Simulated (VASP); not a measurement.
# MnH5 (R-3m) in VASP: further runs, part 2 of 2

VASP 6.6.1. The steps go on from the part before.

## (4) Relaxation of cell and atoms, PBE, collinear spin, ferromagnetic start

This run uses another cell than the first one, of 7.18 Å³/atom.

The input, INCAR:

```
SYSTEM = MnH5
PREC = Accurate
ENCUT = 600
EDIFF = 1E-7
ISMEAR = 0
SIGMA = 0.1
LREAL = .False.
LASPH = .True.
NELM = 150
ALGO = Normal
ISIF = 3
LWAVE = .False.
LCHARG = .False.
ISPIN = 2
MAGMOM = 4 0 0 0 0 0
LORBIT = 11
LMAXMIX = 4
GGA = PE
IBRION = 2
NSW = 90
EDIFFG = -0.04
```

The input, KPOINTS:

```
regular mesh
0
Gamma
  6 6 6
  0 0 0
```

The input, POSCAR:

```
MnH5
1.0
    1.6629045100      0.9600783600      4.4975596800
   -1.6629045100      0.9600783600      4.4975596800
    0.0000000000     -1.9201567300      4.4975596800
Mn H
1 5
Direct
    0.5000000000      0.5000000000      0.5000000000
    0.0000000000      0.0000000000      0.5000000000
    0.5000000000      0.0000000000      0.0000000000
    0.0000000000      0.5000000000      0.0000000000
    0.2764045100      0.2764045100      0.2764045100
    0.7235954900      0.7235954900      0.7235954900
```

Potentials or basis: VASP PAW PBE potentials, release 64 (Mn_pv, H).

Run with:

```
cat potpaw_PBE.64/Mn_pv/POTCAR potpaw_PBE.64/H/POTCAR > POTCAR
mpirun -np 1 vasp_std > vasp.out
```

OUTCAR:

```text
SYSTEM = MnH5
   PREC = Accurate
   ENCUT = 600
   EDIFF = 1E-7
   ISMEAR = 0
   LREAL = .False.
   LASPH = .True.
   NELM = 150
   ISIF = 3
   ISPIN = 2
   LORBIT = 11
   GGA = PE
   IBRION = 2
   NSW = 90
   EDIFFG = -0.04

 ion  position               nearest neighbor table
   1  0.500  0.500  0.500-   3 1.66   4 1.66   3 1.66   4 1.66   2 1.66   2 1.66
   2  0.000  0.000  0.500-   1 1.66   1 1.66
   3  0.500  0.000  0.000-   1 1.66   1 1.66
   4  0.000  0.500  0.000-   1 1.66   1 1.66
   5  0.276  0.276  0.276-
   6  0.724  0.724  0.724-

  LATTYP: Found a trigonal (rhomboedric) cell.
 ALAT       =     4.8903011095
 COS(alpha) =     0.7687437832

  Lattice vectors:

 A1 = (   1.6629045100,   0.9600783600,   4.4975596800)
 A2 = (  -1.6629045100,   0.9600783600,   4.4975596800)
 A3 = (   0.0000000000,  -1.9201567300,   4.4975596800)

Analysis of symmetry for initial positions (statically):
=====================================================================
 Subroutine PRICEL returns:
 Original cell was already a primitive cell.

 Routine SETGRP: Setting up the symmetry group for a
 trigonal (rhombohedral) supercell.

 Subroutine GETGRP returns: Found 12 space group operations
 (whereof 12 operations were pure point group operations)
 out of a pool of 12 trial point group operations.

The static configuration has the point symmetry D_3d.

Analysis of symmetry for dynamics (positions and initial velocities):
=====================================================================
 Subroutine PRICEL returns:
 Original cell was already a primitive cell.

 Routine SETGRP: Setting up the symmetry group for a
 trigonal (rhombohedral) supercell.

 Subroutine GETGRP returns: Found 12 space group operations
 (whereof 12 operations were pure point group operations)
 out of a pool of 12 trial point group operations.

The dynamic configuration has the point symmetry D_3d.

Analysis of structural, dynamic, and magnetic symmetry:
=====================================================================
 Subroutine PRICEL returns:
 Original cell was already a primitive cell.

[... 155 lines left out ...]

 number of electron      18.0000002 magnetization       2.3065064

 Free energy of the ion-electron system (eV)
  ---------------------------------------------------
  ext. energy  EPLUGINS =         0.00000000
  ---------------------------------------------------
  free energy    TOTEN  =       -20.11695695 eV

  energy without entropy =      -20.11263500  energy(sigma->0) =      -20.11479597

------------------------ aborting loop because EDIFF is reached ----------------------------------------

  FORCE on cell =-STRESS in cart. coord.  units (eV):
  Direction    XX          YY          ZZ          XY          YZ          ZX
  --------------------------------------------------------------------------------------
  -------------------------------------------------------------------------------------
  Total        0.4967605      0.4967605     -2.2585430      0.0000000      0.0000000      0.0000000
  in kB       18.4737679     18.4737677    -83.9917747      0.0000000      0.0000001      0.0000000
  external PRESSURE =     -15.6814130 kB  Pullay stress =       0.0000000 kB
[... 2729 lines left out ...]
      4       3.7590      1.00000
      5       4.3350      1.00000
      6       9.2604      1.00000
      7      12.0378      1.00000
      8      18.6971      1.00000
      9      19.2601      1.00000
     10      22.6901      0.00000
     11      24.3523      0.00000
     12      31.8121      0.00000
     13      32.0627      0.00000
     14      36.4920      0.00000
     15      44.9304      0.00000

 [... further k-points ...]

[... ionic steps 4 to 19 ...]

--------------------------------------- Ionic step       20  -------------------------------------------

 number of electron      17.9999999 magnetization      -0.0000534

 number of electron      17.9999999 magnetization       0.0000168
[... 81 lines left out ...]
 number of electron      17.9999999 magnetization      -0.0000894

 number of electron      17.9999999 magnetization       0.0000196

 Free energy of the ion-electron system (eV)
  ---------------------------------------------------
  ext. energy  EPLUGINS =         0.00000000
  ---------------------------------------------------
  free energy    TOTEN  =       -21.13365668 eV

  energy without entropy =      -21.11191884  energy(sigma->0) =      -21.12278776

 E-fermi :   3.4917     XC(G=0): -10.9854

 val. band max:        3.4750392029   @ k =   0.5000   0.5000   0.3333
 cond. band min:       3.5013131077   @ k =   0.3333   0.3333   0.3333
 fundamental gap:      0.0262739049
 Fermi energy:         3.4916531570
[... 903 lines left out ...]
  FREE ENERGIE OF THE ION-ELECTRON SYSTEM (eV)
  ---------------------------------------------------
  free  energy   TOTEN  =       -21.1336566845 eV

  energy  without entropy=      -21.1119188420  energy(sigma->0) =      -21.12278776

 reached required accuracy - stopping structural energy minimisation

 total charge

# of ion       s       p       d       tot
------------------------------------------
    1        0.358   6.325   5.325  12.009
    2        0.523   0.022   0.000   0.545
    3        0.523   0.022   0.000   0.545
    4        0.523   0.022   0.000   0.545
    5        0.451   0.019   0.000   0.469
    6        0.451   0.019   0.000   0.469
--------------------------------------------------
tot          2.830   6.428   5.325  14.583

 magnetization (x)

# of ion       s       p       d       tot
------------------------------------------
    1        0.000  -0.000   0.000   0.000
    2       -0.000   0.000   0.000  -0.000
    3       -0.000   0.000   0.000  -0.000
    4       -0.000   0.000   0.000  -0.000
    5       -0.000   0.000   0.000  -0.000
    6       -0.000   0.000   0.000  -0.000
--------------------------------------------------
tot         -0.000  -0.000   0.000   0.000
```

OSZICAR:

```text
N       E                     dE             d eps       ncg     rms          rms(c)
DAV:   1     0.120324227622E+03    0.12032E+03   -0.11467E+04  1944   0.138E+03
DAV:   2    -0.183965295988E+02   -0.13872E+03   -0.13273E+03  2046   0.325E+02
DAV:   3    -0.233695475874E+02   -0.49730E+01   -0.48683E+01  2265   0.701E+01
DAV:   4    -0.234230949263E+02   -0.53547E-01   -0.53321E-01  2207   0.707E+00
[... 309 lines left out ...]
DAV:   5    -0.211336584380E+02    0.69436E-06   -0.12418E-05  2158   0.362E-02    0.221E-02
DAV:   6    -0.211336643786E+02   -0.59406E-05   -0.26045E-06  2195   0.128E-02    0.438E-02
DAV:   7    -0.211336564999E+02    0.78787E-05   -0.77018E-06  2025   0.214E-02    0.332E-03
DAV:   8    -0.211336566128E+02   -0.11287E-06   -0.16775E-07  1599   0.382E-03    0.183E-03
DAV:   9    -0.211336566845E+02   -0.71775E-07   -0.13158E-08   960   0.129E-03
  22 F= -.21133657E+02 E0= -.21122788E+02  d E =-.692157E-01  mag=    -0.0000
```

Wall time 13 min (1 thread of Intel Xeon 6975P-C (Granite Rapids), shared host); peak memory 0.34 GiB.

What came out:

```
Free energy                                           : -21.1337 eV
Relaxed volume                                        : 5.19 Å³/atom
Relaxed cell                                          : a = 3.746 Å, b = 3.746 Å, c = 3.746 Å, α = 53.11°, β = 53.11°, γ = 53.11°
Space group after relaxing (to 0.1 Å)                 : R-3m (No. 166)
Pressure after relaxing                               : 0.9 GPa
Largest force after relaxing                          : 0.008 eV/Å
Band gap on the k mesh                                : zero (filled and empty bands overlap)
Net moment                                            : 0.00 μB per cell
Valence electrons inside the program's atomic spheres : Mn 12.01; H 0.55, 0.47 (each value once)
```

Forces in eV/Å, atoms in the order of the input:
```
Mn   0.000  0.000  0.000
H    0.000  0.000  0.000
H    0.000  0.000  0.000
H    0.000  0.000  0.000
H    0.000  0.000  0.008
H    0.000  0.000 -0.008
```

Stress tensor (GPa, compression positive):
```
1.23 0.00 0.00
0.00 1.23 0.00
0.00 0.00 0.21
```

Final structure:
```xyz
6
Lattice="1.6746 0.9668 3.2081 -1.6746 0.9668 3.2081 0.0000 -1.9336 3.2081" Properties=species:S:1:pos:R:3 pbc="T T T"
Mn    0.0000    0.0000    4.8121
H     0.0000   -0.9668    1.6040
H     0.8373    0.4834    1.6040
H    -0.8373    0.4834    1.6040
H     0.0000    0.0000    3.1550
H     0.0000    0.0000    6.4691
```

Caveat: the k points lie up to 0.38 Å⁻¹ apart in the final cell; the volume moved by over 15 % at a fixed basis, so the end points are rough; the moments typed at the start vanished in this run.

## (5) Single point, PBE, collinear spin, ferromagnetic start

The input, INCAR:

```
SYSTEM = MnH5
  ALGO = Normal
  EDIFF = 1E-6
  ENCUT = 520
  GGA = PE
  ISIF = 2
  ISMEAR = 0
  ISPIN = 2
  LASPH = .TRUE.
  LCHARG = .FALSE.
  LMAXMIX = 4
  LORBIT = 11
  LREAL = .FALSE.
  LWAVE = .FALSE.
  MAGMOM = 2.33 0 0 0 0 0
  NBANDS = 22
  NELM = 150
  PREC = Accurate
  SIGMA = 0.1
```

The input, KPOINTS:

```
k-points
0
G
  12 12 12
  0 0 0
```

The input, POSCAR:

```
MnH5
1.0
    1.7276645597      0.9974675986      3.7789859296
   -1.7276645597      0.9974675986      3.7789859296
    0.0000000000     -1.9949351972      3.7789859296
Mn H
1 5
Direct
    0.5000000000      0.5000000000      0.5000000000
    0.0000000000      0.0000000000      0.5000000000
    0.5000000000      0.0000000000      0.0000000000
    0.0000000000      0.5000000000      0.0000000000
    0.3526977549      0.3526977549      0.3526977549
    0.6473022451      0.6473022451      0.6473022451
```

Potentials or basis: VASP PAW PBE potentials, release 64 (Mn_pv, H).

Run with:

```
cat potpaw_PBE.64/Mn_pv/POTCAR potpaw_PBE.64/H/POTCAR > POTCAR
mpirun -np 1 vasp_std > vasp.out
```

OUTCAR:

```text
SYSTEM = MnH5
   EDIFF = 1E-6
   ENCUT = 520
   GGA = PE
   ISIF = 2
   ISMEAR = 0
   ISPIN = 2
   LASPH = .TRUE.
   LORBIT = 11
   LREAL = .FALSE.
   NELM = 150
   PREC = Accurate

 ion  position               nearest neighbor table
   1  0.500  0.500  0.500-   5 1.67   6 1.67   3 1.73   4 1.73   3 1.73   4 1.73   2 1.73   2 1.73

   2  0.000  0.000  0.500-   1 1.73   1 1.73
   3  0.500  0.000  0.000-   1 1.73   1 1.73
   4  0.000  0.500  0.000-   1 1.73   1 1.73
   5  0.353  0.353  0.353-   1 1.67
   6  0.647  0.647  0.647-   1 1.67

  LATTYP: Found a trigonal (rhomboedric) cell.
 ALAT       =     4.2732307564
 COS(alpha) =     0.6730840173

[... 1391 lines left out ...]
 -----------------------------------------------------------------------------------
      0.00000      0.00000      5.66848         0.000000     -0.000000      0.000000
      0.00000     -0.99747      1.88949        -0.000000     -0.000000     -0.000000
      0.86383      0.49873      1.88949        -0.000000     -0.000000     -0.000000
     -0.86383      0.49873      1.88949        -0.000000     -0.000000     -0.000000
      0.00000      0.00000      3.99852        -0.000000      0.000000     -0.009458
      0.00000      0.00000      7.33844        -0.000000     -0.000000      0.009458
 -----------------------------------------------------------------------------------
    total drift:                               -0.000000      0.000000      0.000000

  FREE ENERGIE OF THE ION-ELECTRON SYSTEM (eV)
  ---------------------------------------------------
  free  energy   TOTEN  =       -22.0031685359 eV

  energy  without entropy=      -21.9973446515  energy(sigma->0) =      -22.00025659

 total charge

# of ion       s       p       d       tot
------------------------------------------
    1        0.385   6.340   5.072  11.798
    2        0.507   0.017   0.000   0.524
    3        0.507   0.017   0.000   0.524
    4        0.507   0.017   0.000   0.524
    5        0.479   0.010   0.000   0.489
    6        0.479   0.010   0.000   0.489
--------------------------------------------------
tot          2.864   6.412   5.072  14.348

 magnetization (x)

# of ion       s       p       d       tot
------------------------------------------
    1        0.038   0.021   2.648   2.707
    2       -0.053   0.004   0.000  -0.049
    3       -0.053   0.004   0.000  -0.049
    4       -0.053   0.004   0.000  -0.049
    5       -0.007   0.002   0.000  -0.005
    6       -0.007   0.002   0.000  -0.005
--------------------------------------------------
tot         -0.136   0.036   2.648   2.548
```

It took 2.2 min on 1 thread of Intel Xeon 6975P-C (Granite Rapids), shared host; peak memory 0.37 GiB.

Results:

* Free energy: -22.0032 eV
* Pressure: -0.2 GPa
* Largest force: 0.009 eV/Å
* Net moment: 2.62 μB per cell
* Site moments: Mn +2.71; H -0.05, -0.01 (each value once) μB
* Valence electrons inside the program's atomic spheres: Mn 11.80; H 0.52, 0.49 (each value once)

Forces on the atoms (eV/Å):
```
Mn   0.000  0.000  0.000
H    0.000  0.000  0.000
H    0.000  0.000  0.000
H    0.000  0.000  0.000
H    0.000  0.000 -0.009
H    0.000  0.000  0.009
```

Levels at points of the mesh, in eV from the Fermi level:
Spin up:
```tsv
k point	band 8	band 9	band 10	band 11	band 12	band 13
(0.00, 0.00, 0.00)	-1.95	-1.95	2.06	3.17	6.24	6.70
(0.50, 0.00, 0.00)	-2.10	-1.60	-0.87	0.02	1.44	4.32
(0.50, 0.50, 0.00)	-2.25	-1.96	-1.60	-0.68	1.10	3.67
(0.50, 0.50, 0.50)	-2.63	-1.89	-1.89	5.83	6.63	6.63
```
Spin down:
| k point | band 6 | band 7 | band 8 | band 9 | band 10 | band 11 |
| --- | --- | --- | --- | --- | --- | --- |
| (0.00, 0.00, 0.00) | -2.50 | -2.50 | 1.36 | 1.36 | 2.41 | 4.32 |
| (0.50, 0.00, 0.00) | -3.42 | 0.15 | 0.58 | 0.65 | 1.10 | 1.14 |
| (0.50, 0.50, 0.00) | -2.84 | -2.15 | 0.28 | 0.65 | 0.95 | 1.20 |
| (0.50, 0.50, 0.50) | -2.52 | -2.52 | -1.44 | 1.47 | 1.47 | 6.43 |

## (6) The runs side by side

```csv
cell,k mesh,gap on the mesh (eV),pressure (GPa),moment (μB),largest force (eV/Å)
"a = 4.278 Å, angles 47.6°, 6 atoms, atomic positions A",6 × 6 × 6,none,0.0,2.65,-
"a = 4.890 Å, angles 39.8°, 6 atoms, atomic positions B",6 × 6 × 6,none,-1.7,2.31,0.06
"a = 4.273 Å, angles 47.7°, 6 atoms, atomic positions A",12 × 12 × 12,none,-0.2,2.62,0.01
```

Alike in all rows: task single point; level PBE; potentials or basis VASP PAW PBE potentials, release 64 (Mn_pv, H); spin collinear, ferromagnetic start; cutoff (eV) 520; smearing gaussian 0.1 eV.

Caveats: some runs use coarse meshes.

Absolute energies hang on the potentials; compare differences alone.

The gap in the log of VASP goes by the Fermi energy; the results here count the filled bands.